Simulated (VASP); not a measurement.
# CO2 (Pbca) in VASP: notebook

CO2 is run at these levels: PBEsol; tasks: single point.

All numbers are computed with VASP 6.6.1; they aren't measurements. Logs are shortened: lines on timing, memory, paths and dates and some standing lists are left out, and cuts for length are marked.

**1. The cell of the first run**

It takes space group Pbca (No. 61, orthorhombic). The conventional cell has a = 5.800 Å, b = 5.800 Å, c = 6.119 Å, α = 90.00°, β = 90.00°, γ = 90.00°. C (site symmetry -1) has 2 O at 1.19 Å within 1.6 Å. Within 1.6 Å of O (site symmetry 1) lie 1 C at 1.19 Å.

**2. Single point, PBEsol (normal strain along x +0.0550, normal strain along z +0.0000)**

The input, INCAR:

```
  PREC = Accurate
  ENCUT = 910
  EDIFF = 1E-6
  ISMEAR = 0
  SIGMA = 0.05
  LREAL = False
  LASPH = True
  NELM = 120
  ALGO = Normal
  ISIF = 2
  LWAVE = False
  LCHARG = True
  GGA = PS
  LELF = True
  LVHAR = True
  NBANDS = 44
  GGA_COMPAT = False
```

The input, KPOINTS:

```
Automatic mesh
0
Gamma
  4 4 4
```

The input, POSCAR:

```
CO2
1.0
    6.1189315663      0.0000000000      0.0000000000
    0.0000000000      5.7999351339      0.0000000000
    0.0000000000      0.0000000000      5.7999351339
C O
4 8
Direct
    0.0000000000      0.0000000000      0.0000000000
    0.5000000000      0.0000000000      0.5000000000
    0.5000000000      0.5000000000      0.0000000000
    0.0000000000      0.5000000000      0.5000000000
    0.1161576883      0.1161576883      0.1161576883
    0.3838423117      0.8838423117      0.6161576883
    0.6161576883      0.3838423117      0.8838423117
    0.8838423117      0.6161576883      0.3838423117
    0.8838423117      0.8838423117      0.8838423117
    0.6161576883      0.1161576883      0.3838423117
    0.3838423117      0.6161576883      0.1161576883
    0.1161576883      0.3838423117      0.6161576883
```

Potentials or basis: VASP PAW PBE potentials, release 64 (C_h, O_h).

The run is started by

```bash
$ cat potpaw_PBE.64/C_h/POTCAR potpaw_PBE.64/O_h/POTCAR > POTCAR
$ mpirun -np 1 vasp_std > vasp.out
```

OUTCAR:

```text
PREC = Accurate
   ENCUT = 910
   EDIFF = 1E-6
   ISMEAR = 0
   LREAL = False
   LASPH = True
   NELM = 120
   ISIF = 2
   GGA = PS

 ion  position               nearest neighbor table
   1  0.000  0.000  0.000-   5 1.19   9 1.19
   2  0.500  0.000  0.500-   6 1.19  10 1.19
   3  0.500  0.500  0.000-   7 1.19  11 1.19
   4  0.000  0.500  0.500-   8 1.19  12 1.19
   5  0.116  0.116  0.116-   1 1.19
   6  0.384  0.884  0.616-   2 1.19
   7  0.616  0.384  0.884-   3 1.19
   8  0.884  0.616  0.384-   4 1.19
   9  0.884  0.884  0.884-   1 1.19
  10  0.616  0.116  0.384-   2 1.19
  11  0.384  0.616  0.116-   3 1.19
  12  0.116  0.384  0.616-   4 1.19

  LATTYP: Found a simple tetragonal cell.
 ALAT       =     5.7999351339
 C/A-ratio  =     1.0550000000

  Lattice vectors:

 A1 = (   0.0000000000,   5.7999351339,   0.0000000000)
 A2 = (   0.0000000000,   0.0000000000,   5.7999351339)
 A3 = (   6.1189315663,   0.0000000000,   0.0000000000)

Analysis of symmetry for initial positions (statically):
=====================================================================
 Subroutine PRICEL returns:
 Original cell was already a primitive cell.

 Routine SETGRP: Setting up the symmetry group for a
 simple tetragonal supercell.

 Subroutine GETGRP returns: Found  8 space group operations
 (whereof  2 operations were pure point group operations)
 out of a pool of 16 trial point group operations.

The static configuration has the point symmetry S_2 .
 The point group associated with its full space group is D_2h.

Analysis of symmetry for dynamics (positions and initial velocities):
=====================================================================
 Subroutine PRICEL returns:
 Original cell was already a primitive cell.

 Routine SETGRP: Setting up the symmetry group for a
 simple tetragonal supercell.

 Subroutine GETGRP returns: Found  8 space group operations
 (whereof  2 operations were pure point group operations)
 out of a pool of 16 trial point group operations.

The dynamic configuration has the point symmetry S_2 .
 The point group associated with its full space group is D_2h.

 Subroutine INISYM returns: Found  8 space group operations
 (whereof  2 operations are pure point group operations),
 and found     1 'primitive' translations

----------------------------------------------------------------------------------------

                                     Primitive cell

  volume of cell :     205.8363

  direct lattice vectors                    reciprocal lattice vectors
     6.118931566  0.000000000  0.000000000     0.163427224  0.000000000  0.000000000
     0.000000000  5.799935134  0.000000000     0.000000000  0.172415721  0.000000000
     0.000000000  0.000000000  5.799935134     0.000000000  0.000000000  0.172415721

  length of vectors
     6.118931566  5.799935134  5.799935134     0.163427224  0.172415721  0.172415721

  position of ions in fractional coordinates (direct lattice)
     0.000000000  0.000000000  0.000000000
     0.500000000  0.000000000  0.500000000
     0.500000000  0.500000000  0.000000000
     0.000000000  0.500000000  0.500000000
     0.116157688  0.116157688  0.116157688
     0.383842312  0.883842312  0.616157688
     0.616157688  0.383842312  0.883842312
     0.883842312  0.616157688  0.383842312
     0.883842312  0.883842312  0.883842312
     0.616157688  0.116157688  0.383842312
     0.383842312  0.616157688  0.116157688
     0.116157688  0.383842312  0.616157688

  ion indices of the primitive-cell ions
   primitive index   ion index
                 1           1
                 2           2
                 3           3
                 4           4
                 5           5
                 6           6
                 7           7
                 8           8
                 9           9
                10          10
                11          11
                12          12

----------------------------------------------------------------------------------------

 KPOINTS: Automatic mesh

Automatic generation of k-mesh.
 Grid dimensions read from file:
 generate k-points for:    4    4    4

 Generating k-lattice:

  Cartesian coordinates                     Fractional coordinates (reciprocal lattice)
     0.040856806  0.000000000  0.000000000     0.250000000  0.000000000  0.000000000
     0.000000000  0.043103930  0.000000000     0.000000000  0.250000000  0.000000000
     0.000000000  0.000000000  0.043103930     0.000000000  0.000000000  0.250000000

  Length of vectors
     0.040856806  0.043103930  0.043103930

  Shift w.r.t. Gamma in fractional coordinates (k-lattice)
     0.000000000  0.000000000  0.000000000

 Subroutine IBZKPT returns following result:
 ===========================================

 Found     27 irreducible k-points:

 Following reciprocal coordinates:
            Coordinates               Weight
  0.000000  0.000000  0.000000      1.000000
  0.250000  0.000000  0.000000      2.000000
  0.500000  0.000000  0.000000      1.000000
  0.000000  0.250000  0.000000      2.000000
  0.000000  0.000000  0.250000      2.000000
  0.250000  0.250000  0.000000      4.000000
[... 16 lines left out ...]
  0.500000  0.500000  0.250000      2.000000
  0.500000 -0.250000  0.500000      2.000000
 [... further k-points ...]
   k-points           NKPTS =     27   k-points in BZ     NKDIM =     27   number of bands    NBANDS=     44
   number of dos      NEDOS =    301   number of ions     NIONS =     12
   total plane-waves  NPLWV = 216000
   dimension x,y,z NGX =    60 NGY =   60 NGZ =   60
   dimension x,y,z NGXF=   120 NGYF=  120 NGZF=  120
   ions per type =               4   8
   NGX,Y,Z   is equivalent  to a cutoff of  16.30, 17.20, 17.20 a.u.
   NGXF,Y,Z  is equivalent  to a cutoff of  32.60, 34.40, 34.40 a.u.
 SYSTEM =  unknown system
   PREC   = accura    normal or accurate (medium, high low for compatibility)
   ISTART =      0    job   : 0-new  1-cont  2-samecut
   ICHARG =      2    charge: 1-file 2-atom 10-const
   ISPIN  =      1    spin polarized calculation?
   LNONCOLLINEAR =      F non collinear calculations
   LSORBIT =      F    spin-orbit coupling
   LASPH  =      T    aspherical Exc in radial PAW
   ENCUT  =  910.0 eV  66.88 Ry    8.18 a.u.  15.05 14.27 14.27*2*pi/ulx,y,z
   NELM   =    120;   NELMIN=  2; NELMDL= -5     # of ELM steps
   EDIFF  = 0.1E-05   stopping-criterion for ELM
   LREAL  =      F    real-space projection
   EDIFFG = 0.1E-04   stopping-criterion for IOM
   NSW    =      0    number of steps for IOM
   IBRION =     -1    ionic relax: 0-MD 1-quasi-New 2-CG
   NFREE  =      0    steps in history (QN), initial steepest desc. (CG)
   ISIF   =      2    stress and relaxation
   ISYM   =      2    0-nonsym 1-usesym 2-fastsym
   POTIM  = 0.5000    time-step for ionic-motion
   TEBEG  =    0.0;   TEEND  =   0.0 temperature during run
   PSTRESS=    0.0 pullay stress
   NELECT =      64.0000    total number of electrons
   NUPDOWN=      -1.0000    fix difference up-down
   EMIN   =  10.00;   EMAX   =-10.00  energy-range for DOS
   EFERMI =   0.00;   METHOD = LEGACY
   ISMEAR =     0;   SIGMA  =   0.05  broadening in eV -4-tet -1-fermi 0-gaus
   EFERMI_NEDOS =   21; number of points for ismear=-14 and -15
   IALGO  =     38    algorithm
   IMIX   =      4    mixing-type and parameters
     AMIX     =   0.40;   BMIX     =  1.00
     AMIX_MAG =   1.60;   BMIX_MAG =  1.00
  volume/ion in A,a.u.               =      17.15       115.75
  Fermi-wavevector in a.u.,A,eV,Ry     =   1.109075  2.095848 16.735806  1.230047
  Thomas-Fermi vector in A             =   2.245610
   LORBIT       =      0    0 simple, 1 ext, 2 COOP (PROOUT), +10 PAW based schemes
   GGA     = PS    functional components
   LHFCALC =     F    Hartree Fock is set to
   AEXX    =    0.0000 exact exchange contribution
   IVDW    =     0    specifies the selected vdW correction
   LEPSILON=     F    determine dielectric tensor
   LRPA    =     F    only Hartree local field effects (RPA)
 non-spin polarized calculation
 Gauss-broadening in eV      SIGMA  =   0.05
  energy-cutoff  :      910.00
  volume of cell :      205.84
 maximum number of plane-waves:     12880
   NGX = 31   NGY = 29   NGZ = 29

 number of electron      64.0000007 magnetization

 Free energy of the ion-electron system (eV)
  ---------------------------------------------------
  ext. energy  EPLUGINS =         0.00000000
  ---------------------------------------------------
  free energy    TOTEN  =       -96.20555701 eV

  energy without entropy =      -96.20555701  energy(sigma->0) =      -96.20555701

 E-fermi :  -3.6523     XC(G=0):  -7.2854

 val. band max:       -3.9550900385   @ k =   0.0000   0.0000   0.0000
 cond. band min:       2.5162229525   @ k =   0.0000   0.0000   0.0000
 fundamental gap:      6.4713129910
 Fermi energy:        -3.6522634451

 k-point     1 :       0.0000    0.0000    0.0000
  band No.  band energies     occupation
      1     -24.0649      2.00000
      2     -23.9463      2.00000
      3     -23.9307      2.00000
      4     -23.9285      2.00000
      5     -22.9947      2.00000
      6     -22.9817      2.00000
[... 36 lines left out ...]
     43       6.3241      0.00000
     44       6.3328      0.00000

 k-point     2 :       0.2500    0.0000    0.0000
  band No.  band energies     occupation
      1     -24.0482      2.00000
      2     -23.9645      2.00000
      3     -23.9303      2.00000
      4     -23.9288      2.00000
      5     -22.9920      2.00000
      6     -22.9826      2.00000
[... 36 lines left out ...]
     43       6.5340      0.00000
     44       6.5441      0.00000

 k-point     3 :       0.5000    0.0000    0.0000
  band No.  band energies     occupation
      1     -24.0071      2.00000
      2     -24.0071      2.00000
      3     -23.9295      2.00000
      4     -23.9295      2.00000
      5     -22.9866      2.00000
      6     -22.9866      2.00000
[... 36 lines left out ...]
     43       6.7903      0.00000
     44       6.7903      0.00000

 k-point     4 :       0.0000    0.2500    0.0000
  band No.  band energies     occupation
      1     -24.0457      2.00000
      2     -23.9493      2.00000
      3     -23.9439      2.00000
      4     -23.9330      2.00000
      5     -22.9885      2.00000
      6     -22.9810      2.00000
[... 882 lines left out ...]
     43       5.8581      0.00000
     44       5.8581      0.00000

 k-point    23 :       0.5000    0.5000    0.2500
  band No.  band energies     occupation
      1     -23.9678      2.00000
      2     -23.9678      2.00000
      3     -23.9678      2.00000
      4     -23.9678      2.00000
      5     -22.9776      2.00000
      6     -22.9776      2.00000
[... 36 lines left out ...]
     43       5.1079      0.00000
     44       5.1079      0.00000

 k-point    24 :       0.5000   -0.2500    0.5000
  band No.  band energies     occupation
      1     -23.9678      2.00000
      2     -23.9678      2.00000
      3     -23.9678      2.00000
      4     -23.9678      2.00000
      5     -22.9776      2.00000
      6     -22.9776      2.00000
[... 36 lines left out ...]
     43       5.1105      0.00000
     44       5.1105      0.00000

 [... further k-points ...]
[... 5 lines left out ...]
  --------------------------------------------------------------------------------------
  -------------------------------------------------------------------------------------
  Total       -7.6835758     -6.7111806     -6.6878646      0.0000000      0.0000000      0.0000000
  in kB      -59.8070106    -52.2381319    -52.0566459      0.0000000      0.0000000      0.0000000
  external PRESSURE =     -54.7005961 kB  Pullay stress =       0.0000000 kB

 VOLUME and BASIS-vectors are now :
 -----------------------------------------------------------------------------
  energy-cutoff  :      910.00
  volume of cell :      205.84
      direct lattice vectors                 reciprocal lattice vectors
     6.118931566  0.000000000  0.000000000     0.163427224  0.000000000  0.000000000
     0.000000000  5.799935134  0.000000000     0.000000000  0.172415721  0.000000000
     0.000000000  0.000000000  5.799935134     0.000000000  0.000000000  0.172415721

 POSITION                                       TOTAL-FORCE (eV/Angst)
 -----------------------------------------------------------------------------------
      0.00000      0.00000      0.00000         0.000000     -0.000000      0.000000
      3.05947      0.00000      2.89997         0.000000     -0.000000      0.000000
      3.05947      2.89997      0.00000         0.000000     -0.000000      0.000000
      0.00000      2.89997      2.89997         0.000000     -0.000000      0.000000
      0.71076      0.67371      0.67371        -1.216720     -1.146951     -1.138358
      2.34870      5.12623      3.57367         1.216720      1.146951     -1.138358
      3.77023      2.22626      5.12623        -1.216720      1.146951      1.138358
      5.40817      3.57367      2.22626         1.216720     -1.146951      1.138358
      5.40817      5.12623      5.12623         1.216720      1.146951      1.138358
      3.77023      0.67371      2.22626        -1.216720     -1.146951      1.138358
      2.34870      3.57367      0.67371         1.216720     -1.146951     -1.138358
      0.71076      2.22626      3.57367        -1.216720      1.146951     -1.138358
 -----------------------------------------------------------------------------------
    total drift:                                0.000000     -0.000000      0.000000

  FREE ENERGIE OF THE ION-ELECTRON SYSTEM (eV)
  ---------------------------------------------------
  free  energy   TOTEN  =       -96.2055570118 eV

  energy  without entropy=      -96.2055570118  energy(sigma->0) =      -96.20555701
```

Wall time 8.2 min (1 thread of Intel Xeon Platinum 8488C (Sapphire Rapids), shared host); peak memory 0.74 GiB.

What came out:

- Free energy: -96.2056 eV
- Pressure: -5.5 GPa
- Largest force: 2.023 eV/Å
- Band gap on the k mesh: 6.47 eV

Forces on the atoms (eV/Å):
```
C    0.000  0.000  0.000
C    0.000  0.000  0.000
C    0.000  0.000  0.000
C    0.000  0.000  0.000
O   -1.217 -1.147 -1.138
O    1.217  1.147 -1.138
O   -1.217  1.147  1.138
O    1.217 -1.147  1.138
O    1.217  1.147  1.138
O   -1.217 -1.147  1.138
O    1.217 -1.147 -1.138
O   -1.217  1.147 -1.138
```

Stress tensor (GPa, compression positive):
```
-5.98  0.00  0.00
 0.00 -5.22  0.00
 0.00  0.00 -5.21
```

Caveat: the cell differs from its parent crystal (normal strain along x +0.0550, normal strain along z +0.0000); the cell stands under tension; this functional lacks dispersion, which holds the molecules together, so the pressure and a relaxed volume are unreliable; the PAW data sets were made with another functional, which shifts forces and pressure a little.

(Continued in part 2 of 3.)
